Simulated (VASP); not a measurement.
# Ga2O3 (R-3c) in VASP: a series of runs

Runs on Ga2O3. Level: r2SCAN. Tasks: single point.

Program: VASP 6.6.1. These are calculated values, not measurements. Logs are shortened: lines on timing, memory, paths and dates and some standing lists are left out, and cuts for length are marked.

## Step 1: The cell of the first run

It takes space group R-3c (No. 167, trigonal). The conventional cell has a = 4.985 Å, b = 4.985 Å, c = 13.711 Å, α = 90.00°, β = 90.00°, γ = 120.00°. Ga (site symmetry 3) has 6 O at 1.94 to 2.09 Å within 2.6 Å. Within 3.1 Å of O (site symmetry 2) lie 4 Ga at 1.94 to 2.09 Å and 12 O at 2.62 to 3.01 Å.

## Step 2: Single point, r2SCAN (uniaxial z strain +2.0%)

Input file POSCAR:

```
Ga2O3
1.0
    2.4922597440      1.4389068341      4.5702569001
   -2.4922597440      1.4389068341      4.5702569001
    0.0000000000     -2.8778136682      4.5702569001
Ga O
4 6
Direct
    0.8547071175      0.8547071175      0.8547071175
    0.3547071175      0.3547071175      0.3547071175
    0.1452928825      0.1452928825      0.1452928825
    0.6452928825      0.6452928825      0.6452928825
    0.4460658864      0.0539341136      0.7500000000
    0.0539341136      0.7500000000      0.4460658864
    0.5539341136      0.9460658864      0.2500000000
    0.2500000000      0.5539341136      0.9460658864
    0.9460658864      0.2500000000      0.5539341136
    0.7500000000      0.4460658864      0.0539341136
```

Input file INCAR.step1:

```
PREC     = Accurate       # precision mode
ENCUT    = 520            # plane-wave cutoff, eV
ISMEAR   = 0              # smearing method
SIGMA    = 0.01           # smearing width, eV
LREAL    = F              # projectors in reciprocal space
LASPH    = T              # aspherical terms in the spheres
NELM     = 60             # most SCF steps
NBANDS   = 55             # bands
GGA      = PE             # functional
ALGO     = Normal         # electronic algorithm
EDIFF    = 1E-4           # SCF threshold, eV
LWAVE    = T              # write WAVECAR
LCHARG   = F              # write CHGCAR
```

Input file INCAR.step2:

```
PREC     = Accurate       # precision mode
ENCUT    = 520            # plane-wave cutoff, eV
EDIFF    = 1E-7           # SCF threshold, eV
ISMEAR   = 0              # smearing method
SIGMA    = 0.01           # smearing width, eV
LREAL    = F              # projectors in reciprocal space
LASPH    = T              # aspherical terms in the spheres
NELM     = 60             # most SCF steps
ALGO     = Normal         # electronic algorithm
ISIF     = 2              # what is computed and relaxed
LWAVE    = F              # write WAVECAR
LCHARG   = F              # write CHGCAR
METAGGA  = R2SCAN         # meta-GGA
LMIXTAU  = T            
NBANDS   = 55             # bands
ISTART   = 1
```

Input file KPOINTS:

```
regular mesh
0
Gamma
  6 6 6
```

Potentials or basis: VASP PAW PBE potentials, release 64 (Ga_d, O).

Run with:

```bash
$ cat potpaw_PBE.64/Ga_d/POTCAR potpaw_PBE.64/O/POTCAR > POTCAR
$ cp INCAR.step1 INCAR
$ mpirun -np 1 vasp_std > vasp.out
$ cp INCAR.step2 INCAR
$ mpirun -np 1 vasp_std > vasp.out
```

OUTCAR:

```text
PREC = Accurate
   ENCUT = 520
   EDIFF = 1E-7
   ISMEAR = 0
   LREAL = F
   LASPH = T
   NELM = 60
   ISIF = 2
   METAGGA = R2SCAN
   ISTART = 1

 ion  position               nearest neighbor table
   1  0.855  0.855  0.855-   8 1.94   7 1.94   9 1.94   5 2.09   6 2.09  10 2.09   4 2.87
   2  0.355  0.355  0.355-   6 1.94   5 1.94  10 1.94   7 2.09   9 2.09   8 2.09   3 2.87
   3  0.145  0.145  0.145-  10 1.94   5 1.94   6 1.94   7 2.09   9 2.09   8 2.09   2 2.87
   4  0.645  0.645  0.645-   9 1.94   7 1.94   8 1.94   5 2.09   6 2.09  10 2.09   1 2.87
   5  0.446  0.054  0.750-   2 1.94   3 1.94   1 2.09   4 2.09
   6  0.054  0.750  0.446-   2 1.94   3 1.94   1 2.09   4 2.09
   7  0.554  0.946  0.250-   1 1.94   4 1.94   3 2.09   2 2.09
   8  0.250  0.554  0.946-   1 1.94   4 1.94   3 2.09   2 2.09
   9  0.946  0.250  0.554-   4 1.94   1 1.94   3 2.09   2 2.09
  10  0.750  0.446  0.054-   3 1.94   2 1.94   1 2.09   4 2.09

  LATTYP: Found a trigonal (rhomboedric) cell.
 ALAT       =     5.4008387906
 COS(alpha) =     0.5741132071

  Lattice vectors:

 A1 = (   2.4922597440,   1.4389068341,   4.5702569001)
 A2 = (  -2.4922597440,   1.4389068341,   4.5702569001)
 A3 = (   0.0000000000,  -2.8778136682,   4.5702569001)

Analysis of symmetry for initial positions (statically):
=====================================================================
 Subroutine PRICEL returns:
 Original cell was already a primitive cell.

 Routine SETGRP: Setting up the symmetry group for a
 trigonal (rhombohedral) supercell.

 Subroutine GETGRP returns: Found 12 space group operations
 (whereof  6 operations were pure point group operations)
 out of a pool of 12 trial point group operations.

The static configuration has the point symmetry S_6 .
 The point group associated with its full space group is D_3d.

Analysis of symmetry for dynamics (positions and initial velocities):
=====================================================================
 Subroutine PRICEL returns:
 Original cell was already a primitive cell.

 Routine SETGRP: Setting up the symmetry group for a
 trigonal (rhombohedral) supercell.

 Subroutine GETGRP returns: Found 12 space group operations
 (whereof  6 operations were pure point group operations)
 out of a pool of 12 trial point group operations.

The dynamic configuration has the point symmetry S_6 .
 The point group associated with its full space group is D_3d.

 Subroutine INISYM returns: Found 12 space group operations
 (whereof  6 operations are pure point group operations),
[... 121 lines left out ...]
   TEBEG  =    0.0;   TEEND  =   0.0 temperature during run
   PSTRESS=    0.0 pullay stress
   NELECT =      88.0000    total number of electrons
   NUPDOWN=      -1.0000    fix difference up-down
   EMIN   =  10.00;   EMAX   =-10.00  energy-range for DOS
   EFERMI =   0.00;   METHOD = LEGACY
   ISMEAR =     0;   SIGMA  =   0.01  broadening in eV -4-tet -1-fermi 0-gaus
   EFERMI_NEDOS =   21; number of points for ismear=-14 and -15
   IALGO  =     38    algorithm
   IMIX   =      4    mixing-type and parameters
     AMIX     =   0.40;   BMIX     =  1.00
     AMIX_MAG =   1.60;   BMIX_MAG =  1.00
  volume/ion in A,a.u.               =       9.83        66.36
  Fermi-wavevector in a.u.,A,eV,Ry     =   1.577598  2.981229 33.862405  2.488817
  Thomas-Fermi vector in A             =   2.678256
   LORBIT       =      0    0 simple, 1 ext, 2 COOP (PROOUT), +10 PAW based schemes
   METAGGA = R2SCAN    functional components
   LHFCALC =     F    Hartree Fock is set to
   AEXX    =    0.0000 exact exchange contribution
   IVDW    =     0    specifies the selected vdW correction
   LEPSILON=     F    determine dielectric tensor
   LRPA    =     F    only Hartree local field effects (RPA)
 non-spin polarized calculation
 Gauss-broadening in eV      SIGMA  =   0.01
  energy-cutoff  :      520.00
  volume of cell :       98.34
 maximum number of plane-waves:      2666
   NGX = 21   NGY = 21   NGZ = 21

 number of electron      87.9999994 magnetization

 Free energy of the ion-electron system (eV)
  ---------------------------------------------------
  ext. energy  EPLUGINS =         0.00000000
  ---------------------------------------------------
  free energy    TOTEN  =      -102.30421412 eV

  energy without entropy =     -102.30421412  energy(sigma->0) =     -102.30421412

 E-fermi :   4.0369     XC(G=0): -13.0325

 val. band max:        3.9167094279   @ k =  -0.1667   0.1667   0.0000
 cond. band min:       7.2484017013   @ k =   0.0000   0.0000   0.0000
 fundamental gap:      3.3316922734
 Fermi energy:         4.0369428530

 k-point     1 :       0.0000    0.0000    0.0000
  band No.  band energies     occupation
      1     -15.8654      2.00000
      2     -14.0150      2.00000
      3     -13.9458      2.00000
      4     -13.9458      2.00000
      5     -13.9064      2.00000
      6     -13.9064      2.00000
[... 1381 lines left out ...]
     54      16.8376      0.00000
     55      17.1379      0.00000

 [... further k-points ...]

------------------------ aborting loop because EDIFF is reached ----------------------------------------

  FORCE on cell =-STRESS in cart. coord.  units (eV):
  Direction    XX          YY          ZZ          XY          YZ          ZX
  --------------------------------------------------------------------------------------
  -------------------------------------------------------------------------------------
  Total       -0.3498607     -0.3498607     -3.6344334     -0.0000000     -0.0000000     -0.0000000
  in kB       -5.7001718     -5.7001718    -59.2146901     -0.0000000     -0.0000000     -0.0000000
  external PRESSURE =     -23.5383446 kB  Pullay stress =       0.0000000 kB

 VOLUME and BASIS-vectors are now :
 -----------------------------------------------------------------------------
  energy-cutoff  :      520.00
  volume of cell :       98.34
      direct lattice vectors                 reciprocal lattice vectors
     2.492259744  1.438906834  4.570256900     0.200621144  0.115828671  0.072935360
    -2.492259744  1.438906834  4.570256900    -0.200621144  0.115828671  0.072935360
     0.000000000 -2.877813668  4.570256900     0.000000000 -0.231657343  0.072935360

 POSITION                                       TOTAL-FORCE (eV/Angst)
 -----------------------------------------------------------------------------------
      0.00000      0.00000     11.71869        -0.000000      0.000000     -0.049568
      0.00000      0.00000      4.86331        -0.000000      0.000000     -0.049568
      0.00000      0.00000      1.99208        -0.000000      0.000000      0.049568
      0.00000      0.00000      8.84746        -0.000000      0.000000      0.049568
      0.97729     -1.43891      5.71282         0.037710     -0.000000      0.000000
     -1.73478     -0.12691      5.71282        -0.018855     -0.032658      0.000000
     -0.97729      1.43891      7.99795        -0.037710      0.000000      0.000000
     -0.75748     -1.56582      7.99795         0.018855     -0.032658      0.000000
      1.73478      0.12691      7.99795         0.018855      0.032658      0.000000
      0.75748      1.56582      5.71282        -0.018855      0.032658      0.000000
 -----------------------------------------------------------------------------------
    total drift:                               -0.000000     -0.000000      0.000000

  FREE ENERGIE OF THE ION-ELECTRON SYSTEM (eV)
  ---------------------------------------------------
  free  energy   TOTEN  =      -102.3042141188 eV

  energy  without entropy=     -102.3042141188  energy(sigma->0) =     -102.30421412
```

OUTCAR.step1:

```text
PREC = Accurate
   ENCUT = 520
   ISMEAR = 0
   LREAL = F
[... 1647 lines left out ...]
     -0.97729      1.43891      7.99795        -0.028490      0.000000      0.000000
     -0.75748     -1.56582      7.99795         0.014245     -0.024673      0.000000
      1.73478      0.12691      7.99795         0.014245      0.024673      0.000000
      0.75748      1.56582      5.71282        -0.014245      0.024673      0.000000
 -----------------------------------------------------------------------------------
    total drift:                               -0.000000     -0.000000      0.000000

  FREE ENERGIE OF THE ION-ELECTRON SYSTEM (eV)
  ---------------------------------------------------
  free  energy   TOTEN  =       -59.3142146011 eV

  energy  without entropy=      -59.3142146011  energy(sigma->0) =      -59.31421460
```

Wall time 6.4 min (1 thread of Intel Xeon 6975P-C (Granite Rapids), shared host); peak memory 0.33 GiB.

What came out:

```yaml
Free_energy: -102.3042 eV
Pressure: -2.4 GPa
Largest_force: 0.050 eV/Å
Band_gap_on_the_k_mesh: 3.33 eV (least direct gap 3.56 eV)
```

Forces on the atoms (eV/Å):
```
Ga   0.000  0.000 -0.050
Ga   0.000  0.000 -0.050
Ga   0.000  0.000  0.050
Ga   0.000  0.000  0.050
O    0.038  0.000  0.000
O   -0.019 -0.033  0.000
O   -0.038  0.000  0.000
O    0.019 -0.033  0.000
O    0.019  0.033  0.000
O   -0.019  0.033  0.000
```

Stress tensor (GPa, compression positive):
```
-0.57  0.00  0.00
 0.00 -0.57  0.00
 0.00  0.00 -5.92
```

Caveat: the cell differs from its parent crystal (uniaxial z strain +2.0%); the stress differs along the axes, from -6 to -1 GPa; the PAW data sets were made with another functional, which shifts forces and pressure a little.

(Part 1 of 3 ends here.)
